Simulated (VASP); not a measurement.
Write the native input for VASP 6.6.1 that does the following.

| Item | Value |
| --- | --- |
| Task | single point |
| Functional | PBE |
| Potentials or basis | VASP PAW PBE potentials, release 64 (Si, Ge_d) |
| Cutoff | 500 eV |
| k mesh | 4 × 4 × 2 |
| Occupations | gaussian, width 0.2 eV |
| Spin | no spin polarisation |
| Dipole correction | no |
| Further INCAR settings | ALGO = Normal; EDIFF = 1e-06; NBANDS = 33 |

The structure of Si5Ge2 lies in POSCAR:

```
Si5Ge2
1.0
    4.7347179295      0.0000000000      0.0000000000
    0.0000000000      4.7347179295      0.0000000000
    0.0000000000      0.0000000000      6.0616161342
Si Ge
5 2
Direct
    0.7464130519      0.0000000000      0.1535696051
    0.2535869481      0.0000000000      0.1535696051
    0.0000000000      0.2535869481      0.8464303949
    0.0000000000      0.7464130519      0.8464303949
    0.5000000000      0.5000000000      0.5000000000
    0.0000000000      0.5000000000      0.3085553152
    0.5000000000      0.0000000000      0.6914446848
```

One way to write it, as run:

INCAR

```
SYSTEM = Si5Ge2
PREC = Accurate ; ENCUT = 500
EDIFF = 1E-6 ; ISMEAR = 0
SIGMA = 0.2 ; LREAL = .FALSE.
LASPH = .TRUE. ; NELM = 120
ALGO = Normal ; ISIF = 2
LWAVE = .FALSE. ; LCHARG = .FALSE.
GGA = PE ; NBANDS = 33
GGA_COMPAT = .FALSE.
```

KPOINTS

```
Automatic mesh
0
G
  4 4 2
  0 0 0
```

Potentials or basis: VASP PAW PBE potentials, release 64 (Si, Ge_d).

Command:

```sh
$ cat potpaw_PBE.64/Si/POTCAR potpaw_PBE.64/Ge_d/POTCAR > POTCAR
$ mpirun -np 1 vasp_std > vasp.out
```

Results of the run:

```json
{
  "Pressure": "-0.1 GPa",
  "Largest force": "0.046 eV/Å",
  "Band gap on the k mesh": "zero (band 24 reaches 7.91 eV, above the bottom of band 25 at 5.40 eV)"
}
```

Caveat: the k points lie up to 0.52 Å⁻¹ apart.

Wall time 48 s on 1 thread of Intel(R) Xeon(R) Platinum 8259CL CPU @ 2.50GHz (Skylake/Cascade Lake) (shared host), peak memory 0.24 GiB.
